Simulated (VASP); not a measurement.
# Mg3Zn7S10 (P1) in VASP: a series of runs

Runs on Mg3Zn7S10. Level: PBE. Tasks: relaxation of cell and atoms, single point.

All numbers are computed with VASP 6.6.1; they aren't measurements. Logs are shortened: lines on timing, memory, paths and dates and some standing lists are left out, and cuts for length are marked.

## (1) The cell of the first run

The typed cell holds 20 atoms: a = 6.156 Å, b = 6.582 Å, c = 10.054 Å, α = 109.11°, β = 90.00°, γ = 90.00°.

## (2) Relaxation of cell and atoms, PBE

File INCAR:

```
  PREC = Accurate
  ENCUT = 500
  EDIFF = 1E-7
  ISMEAR = 0
  SIGMA = 0.1
  LREAL = Auto
  LASPH = True
  NELM = 120
  ALGO = Normal
  ISIF = 3
  LWAVE = False
  LCHARG = False
  GGA = PE
  IBRION = 2
  NSW = 70
  EDIFFG = -0.04
  ISYM = -1
  GGA_COMPAT = False
  NELMIN = 4
```

File KPOINTS:

```
explicit points
2
Reciprocal
  0.25000000   0.25000000   0.00000000 2
  0.25000000   0.75000000   0.00000000 2
```

File POSCAR:

```
Mg3Zn7S10
1.0
    0.0000000000      0.0000000000      6.1559854200
    0.0000000000      6.5817774600      0.0000000000
   -9.4999775000     -3.2908887300      0.0000000000
Mg S Zn
3 10 7
Direct
    0.0026631362      0.5420668875      0.4065731699
    0.9962046782      0.3316445791      0.9988226138
    0.0012154691      0.9381206555      0.2022535194
    0.3729781443      0.7348391190      0.8011991003
    0.3761980943      0.5322063879      0.3996464163
    0.3781372156      0.1329967815      0.6018436725
    0.3770513758      0.3360346863      0.9982810988
    0.3807596496      0.9356847760      0.2002471715
    0.8816148577      0.4640420820      0.5989775483
    0.8800775895      0.2673565529      0.2009928151
    0.8757152558      0.8667144234      0.3986974533
    0.8714887395      0.0702152885      0.8015193373
    0.8739414419      0.6720432263      0.0017856518
    0.0038692302      0.7397080619      0.8021230673
    0.9977587821      0.1323210126      0.5989495332
    0.4962833660      0.4671614316      0.6003353868
    0.4958558761      0.2680511945      0.2029554591
    0.5007400690      0.8711473265      0.4032130651
    0.4983932195      0.0672235599      0.8010494740
    0.4954733930      0.6617719471      0.9975509132
```

Potentials or basis: VASP PAW PBE potentials, release 64 (Mg, S, Zn).

Started as:

```console
cat potpaw_PBE.64/Mg/POTCAR potpaw_PBE.64/S/POTCAR potpaw_PBE.64/Zn/POTCAR > POTCAR
mpirun -np 1 vasp_std > vasp.out
```

OUTCAR:

```text
PREC = Accurate
   ENCUT = 500
   EDIFF = 1E-7
   ISMEAR = 0
   LREAL = Auto
   LASPH = True
   NELM = 120
   ISIF = 3
   GGA = PE
   IBRION = 2
   NSW = 70
   EDIFFG = -0.04
   ISYM = -1
   NELMIN = 4

 ion  position               nearest neighbor table
   1  0.003  0.542  0.407-   9 2.28  11 2.30   5 2.30  10 2.38
   2  0.996  0.332  0.999-  12 2.29  10 2.32   7 2.34  13 2.35
   3  0.001  0.938  0.202-  10 2.30  11 2.31  13 2.33   8 2.34
   4  0.373  0.735  0.801-  14 2.27  20 2.31  19 2.32  16 2.33
   5  0.376  0.532  0.400-  17 2.29   1 2.30  16 2.32  18 2.35
   6  0.378  0.133  0.602-  18 2.30  19 2.31  16 2.32  15 2.34
[... 12 lines left out ...]
  19  0.498  0.067  0.801-  12 2.30   6 2.31   7 2.31   4 2.32
  20  0.495  0.662  0.998-   7 2.27   4 2.31  13 2.33   8 2.34

IMPORTANT INFORMATION: All symmetrisations will be switched off!
NOSYMM: (Re-)initialisation of all symmetry stuff for point group C_1.

----------------------------------------------------------------------------------------

                                     Primitive cell

  volume of cell :     384.9137

  direct lattice vectors                    reciprocal lattice vectors
     0.000000000  0.000000000  6.155985420     0.000000000  0.000000000  0.162443530
     0.000000000  6.581777460  0.000000000    -0.052631704  0.151934642  0.000000000
    -9.499977500 -3.290888730  0.000000000    -0.105263407  0.000000000  0.000000000

  length of vectors
     6.155985420  6.581777460 10.053831167     0.162443530  0.160792511  0.105263407

  position of ions in fractional coordinates (direct lattice)
     0.002663136  0.542066887  0.406573170
     0.996204678  0.331644579  0.998822614
     0.001215469  0.938120656  0.202253519
     0.372978144  0.734839119  0.801199100
     0.376198094  0.532206388  0.399646416
     0.378137216  0.132996781  0.601843673
[... 12 lines left out ...]
     0.498393220  0.067223560  0.801049474
     0.495473393  0.661771947  0.997550913

  ion indices of the primitive-cell ions
   primitive index   ion index
                 1           1
                 2           2
                 3           3
                 4           4
                 5           5
                 6           6
[... 12 lines left out ...]
                19          19
                20          20

----------------------------------------------------------------------------------------

 KPOINTS: explicit points

Read explicit list of k-points.

 Found      2 k-points:

 Following reciprocal coordinates:
            Coordinates               Weight
  0.250000  0.250000  0.000000      0.500000
  0.250000  0.750000  0.000000      0.500000
   k-points           NKPTS =      2   k-points in BZ     NKDIM =      2   number of bands    NBANDS=     90
   number of dos      NEDOS =    301   number of ions     NIONS =     20
   total plane-waves  NPLWV = 184320
   dimension x,y,z NGX =    48 NGY =   48 NGZ =   80
   dimension x,y,z NGXF=    96 NGYF=   96 NGZF=  160
   ions per type =               3  10   7
   NGX,Y,Z   is equivalent  to a cutoff of  12.96, 12.12, 13.23 a.u.
   NGXF,Y,Z  is equivalent  to a cutoff of  25.93, 24.25, 26.46 a.u.
 SYSTEM =  unknown system
   PREC   = accura    normal or accurate (medium, high low for compatibility)
   ISTART =      0    job   : 0-new  1-cont  2-samecut
   ICHARG =      2    charge: 1-file 2-atom 10-const
   ISPIN  =      1    spin polarized calculation?
   LNONCOLLINEAR =      F non collinear calculations
   LSORBIT =      F    spin-orbit coupling
   LASPH  =      T    aspherical Exc in radial PAW
   ENCUT  =  500.0 eV  36.75 Ry    6.06 a.u.  11.22 12.00 18.33*2*pi/ulx,y,z
   NELM   =    120;   NELMIN=  4; NELMDL= -5     # of ELM steps
   EDIFF  = 0.1E-06   stopping-criterion for ELM
   LREAL  =      T    real-space projection
   EDIFFG = -.4E-01   stopping-criterion for IOM
   NSW    =     70    number of steps for IOM
   IBRION =      2    ionic relax: 0-MD 1-quasi-New 2-CG
   NFREE  =      1    steps in history (QN), initial steepest desc. (CG)
   ISIF   =      3    stress and relaxation
   ISYM   =     -1    0-nonsym 1-usesym 2-fastsym
   POTIM  = 0.5000    time-step for ionic-motion
   TEBEG  =    0.0;   TEEND  =   0.0 temperature during run
   PSTRESS=    0.0 pullay stress
   NELECT =     150.0000    total number of electrons
   NUPDOWN=      -1.0000    fix difference up-down
   EMIN   =  10.00;   EMAX   =-10.00  energy-range for DOS
   EFERMI =   0.00;   METHOD = LEGACY
   ISMEAR =     0;   SIGMA  =   0.10  broadening in eV -4-tet -1-fermi 0-gaus
   EFERMI_NEDOS =   21; number of points for ismear=-14 and -15
   IALGO  =     38    algorithm
   IMIX   =      4    mixing-type and parameters
     AMIX     =   0.40;   BMIX     =  1.00
     AMIX_MAG =   1.60;   BMIX_MAG =  1.00
  volume/ion in A,a.u.               =      19.25       129.88
  Fermi-wavevector in a.u.,A,eV,Ry     =   1.195779  2.259694 19.454788  1.429887
  Thomas-Fermi vector in A             =   2.331736
   LORBIT       =      0    0 simple, 1 ext, 2 COOP (PROOUT), +10 PAW based schemes
   GGA     = PE    functional components
   LHFCALC =     F    Hartree Fock is set to
   AEXX    =    0.0000 exact exchange contribution
   IVDW    =     0    specifies the selected vdW correction
   LEPSILON=     F    determine dielectric tensor
   LRPA    =     F    only Hartree local field effects (RPA)
 conjugate gradient relaxation of ions
 non-spin polarized calculation
 Gauss-broadening in eV      SIGMA  =   0.10
  energy-cutoff  :      500.00
  volume of cell :      384.91
 maximum number of plane-waves:      9781
 NGX is ok and might be reduce to    48
   NGX = 23   NGY = 25   NGZ = 37

--------------------------------------- Ionic step        1  -------------------------------------------

 number of electron     150.0000020 magnetization

 Free energy of the ion-electron system (eV)
  ---------------------------------------------------
  ext. energy  EPLUGINS =         0.00000000
  ---------------------------------------------------
  free energy    TOTEN  =       -72.16334027 eV

  energy without entropy =      -72.16334027  energy(sigma->0) =      -72.16334027

------------------------ aborting loop because EDIFF is reached ----------------------------------------

  FORCE on cell =-STRESS in cart. coord.  units (eV):
  Direction    XX          YY          ZZ          XY          YZ          ZX
  --------------------------------------------------------------------------------------
  -------------------------------------------------------------------------------------
  Total       16.6872471     17.3159342     18.1450090     -0.6474898      0.0304482      0.5473898
  in kB       69.4595436     72.0764115     75.5273797     -2.6951329      0.1267387      2.2784731
  external PRESSURE =      72.3544450 kB  Pullay stress =       0.0000000 kB
[... 143 lines left out ...]
  FREE ENERGIE OF THE ION-ELECTRON SYSTEM (eV)
  ---------------------------------------------------
  free  energy   TOTEN  =       -73.1361304052 eV

  energy  without entropy=      -73.1361304052  energy(sigma->0) =      -73.13613041

[... ionic steps 4 to 7 ...]

--------------------------------------- Ionic step        8  -------------------------------------------

 number of electron     150.0000074 magnetization

------------------------ aborting loop because EDIFF is reached ----------------------------------------

  FORCE on cell =-STRESS in cart. coord.  units (eV):
  Direction    XX          YY          ZZ          XY          YZ          ZX
  --------------------------------------------------------------------------------------
  -------------------------------------------------------------------------------------
  Total        0.1006597      0.1167041      0.0626006     -0.0444403      0.0107727      0.0238171
  in kB        0.3833871      0.4444961      0.2384296     -0.1692616      0.0410306      0.0907133
  external PRESSURE =       0.3554376 kB  Pullay stress =       0.0000000 kB
[... 93 lines left out ...]
  energy  without entropy=      -73.2314097721  energy(sigma->0) =      -73.23140977

--------------------------------------- Ionic step       10  -------------------------------------------

 number of electron     150.0000082 magnetization

 Free energy of the ion-electron system (eV)
  ---------------------------------------------------
  ext. energy  EPLUGINS =         0.00000000
  ---------------------------------------------------
  free energy    TOTEN  =       -73.23301344 eV

  energy without entropy =      -73.23301344  energy(sigma->0) =      -73.23301344

 E-fermi :   1.8463     XC(G=0):  -9.1281

 val. band max:        1.3831955733   @ k =   0.2500   0.7500   0.0000
 cond. band min:       5.2481237492   @ k =   0.2500   0.2500   0.0000
 fundamental gap:      3.8649281759
 Fermi energy:         1.8462898997

 k-point     1 :       0.2500    0.2500    0.0000
  band No.  band energies     occupation
      1     -10.6786      2.00000
      2     -10.2600      2.00000
      3     -10.1632      2.00000
      4     -10.1140      2.00000
      5     -10.0574      2.00000
      6      -9.9827      2.00000
[... 79 lines left out ...]
     86       7.2136      0.00000
     87       7.4078      0.00000

 k-point     2 :       0.2500    0.7500    0.0000
  band No.  band energies     occupation
      1     -10.6783      2.00000
      2     -10.2607      2.00000
      3     -10.1689      2.00000
      4     -10.1110      2.00000
      5     -10.0556      2.00000
      6      -9.9842      2.00000
[... 79 lines left out ...]
     86       7.5283      0.00000
     87       7.5504      0.00000
 [bands above 87 left out]

------------------------ aborting loop because EDIFF is reached ----------------------------------------

  FORCE on cell =-STRESS in cart. coord.  units (eV):
  Direction    XX          YY          ZZ          XY          YZ          ZX
  --------------------------------------------------------------------------------------
  -------------------------------------------------------------------------------------
  Total        0.0560834      0.0311465     -0.0357256      0.0039058      0.0089758      0.0240997
  in kB        0.2135264      0.1185843     -0.1360183      0.0148706      0.0341735      0.0917549
  external PRESSURE =       0.0653641 kB  Pullay stress =       0.0000000 kB
[... 35 lines left out ...]
  FREE ENERGIE OF THE ION-ELECTRON SYSTEM (eV)
  ---------------------------------------------------
  free  energy   TOTEN  =       -73.2330134355 eV

  energy  without entropy=      -73.2330134355  energy(sigma->0) =      -73.23301344

 reached required accuracy - stopping structural energy minimisation
```

It took 11 min on 1 thread of Intel Xeon 6975P-C (Granite Rapids), shared host; peak memory 0.5 GiB.

What came out:

```
Free energy                           : -73.2330 eV
Relaxed volume                        : 21.04 Å³/atom
Relaxed cell                          : a = 6.378 Å, b = 6.741 Å, c = 10.319 Å, α = 108.46°, β = 90.00°, γ = 89.99°
Space group after relaxing (to 0.1 Å) : P1 (No. 1)
Energy gained by relaxing             : 53.5 meV/atom
Ionic steps                           : 10
Pressure after relaxing               : 0.0 GPa
Largest force after relaxing          : 0.035 eV/Å
Band gap on the k mesh                : 3.86 eV
```

Forces on the atoms (eV/Å):
```
Mg   0.008  0.008 -0.008
Mg   0.007  0.003  0.013
Mg  -0.015  0.015 -0.029
S   -0.003  0.015  0.017
S   -0.006  0.006  0.000
S   -0.001 -0.009  0.011
S    0.015  0.002  0.016
S   -0.004 -0.003  0.002
S    0.010 -0.004 -0.015
S   -0.003  0.021  0.013
S   -0.006 -0.005 -0.001
S   -0.002 -0.015 -0.014
S   -0.006 -0.009  0.003
Zn  -0.005 -0.010 -0.004
Zn  -0.008 -0.018 -0.006
Zn  -0.003  0.004 -0.028
Zn   0.005  0.014  0.023
Zn   0.003 -0.015  0.013
Zn   0.008  0.001 -0.011
Zn   0.003 -0.001  0.004
```

The path:
```tsv
step	energy change (eV)	largest force (eV/Å)	pressure (GPa)	volume (Å³)
1	0.0000	1.2736	7.24	384.91
2	-0.9118	0.3358	-2.02	435.39
3	-0.9728	0.4757	-0.46	424.16
4	-1.0284	0.2790	-0.15	422.09
5	-1.0503	0.1989	0.22	419.70
6	-1.0605	0.1304	-0.04	421.23
7	-1.0632	0.1244	-0.25	422.59
8	-1.0680	0.0795	0.04	420.66
9	-1.0681	0.0728	0.09	420.33
10	-1.0697	0.0354	0.01	420.82
```

Final structure:
```xyz
20
Lattice="0.0000 0.0007 6.3777 -0.0358 6.7407 0.0008 -9.7710 -3.3189 -0.0005" Properties=species:S:1:pos:R:3 pbc="T T T"
Mg   -3.9937    2.2738    6.3758
Mg   -9.7375   -1.0612    6.3620
Mg   -1.9907    5.6417    0.0013
S    -7.8377    2.2902    2.3720
S    -3.9441    2.2680    2.4635
S    -5.8766   -1.0868    2.3745
S    -9.7758   -1.0726    2.4524
S    -1.9893    5.6220    2.4624
S    -5.9714    1.1129    5.5588
S    -1.9818    1.1789    5.5510
S    -4.0157    4.5682    5.5572
S    -7.7612   -2.2425    5.5555
S    -9.7454    1.2324    5.5492
Zn   -7.8305    2.2949    6.3772
Zn   -5.8919   -1.0882    0.0013
Zn   -5.9078    1.1493    3.1964
Zn   -1.9723    1.1435    3.1964
Zn   -3.9716    4.5380    3.1959
Zn   -7.8066   -2.2113    3.1878
Zn   -9.7763    1.1923    3.1903
```

Caveat: a shifted mesh leaves out Γ, where band edges can lie. A k mesh can miss the band edges.

(Part 1 of 2 ends here.)
